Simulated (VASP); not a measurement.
Wanted: the native input for a VASP 6.6.1 run.

```yaml
Task: single point
Functional: PBE
Potentials_or_basis: VASP PAW PBE potentials, release 64 (Lu)
Cutoff: 600 eV
k_mesh: 12 × 12 × 12
Occupations: fermi-dirac, width 0.05 eV
Spin: no spin polarisation
Dipole_correction: no
Further_INCAR_settings: ALGO = Normal; EDIFF = 1e-06; NBANDS = 32
```

The structure of Lu lies in POSCAR:

```
Lu
1.0
    0.0000000000      2.6165815195      2.6165815195
    2.6165815195      0.0000000000      2.6165815195
    2.6165815195      2.6165815195      0.0000000000
Lu
2
Direct
    1.0000000000      1.0000000000      1.0000000000
    0.2500000000      0.2500000000      0.2500000000
```

This isn't the form of Lu at room conditions, which is hcp.

One way to write it, as run:

INCAR

```
SYSTEM = Lu
PREC = Accurate
ENCUT = 600
EDIFF = 1E-6
ISMEAR = -1
SIGMA = 0.05
LREAL = .False.
LASPH = .True.
NELM = 120
ALGO = Normal
ISIF = 2
LWAVE = .False.
LCHARG = .True.
GGA = PE
LELF = .True.
LVHAR = .True.
NBANDS = 32
GGA_COMPAT = .False.
```

KPOINTS

```
regular mesh
0
Gamma
  12 12 12
  0 0 0
```

Potentials or basis: VASP PAW PBE potentials, release 64 (Lu).

Command:

```bash
$ cat potpaw_PBE.64/Lu/POTCAR > POTCAR
$ mpirun -np 1 vasp_std > vasp.out
```

It gave:

- Pressure: 66.8 GPa
- Band gap on the k mesh: zero (bands 25 and 26 overlap by 2.20 eV)

Caveat: the cell stands under pressure; spin-orbit coupling is left out, which moves the levels of the heavy elements.

It took 48 s on 1 thread of Intel(R) Xeon(R) 6975P-C (Granite Rapids), on a shared host, peak memory 0.24 GiB.
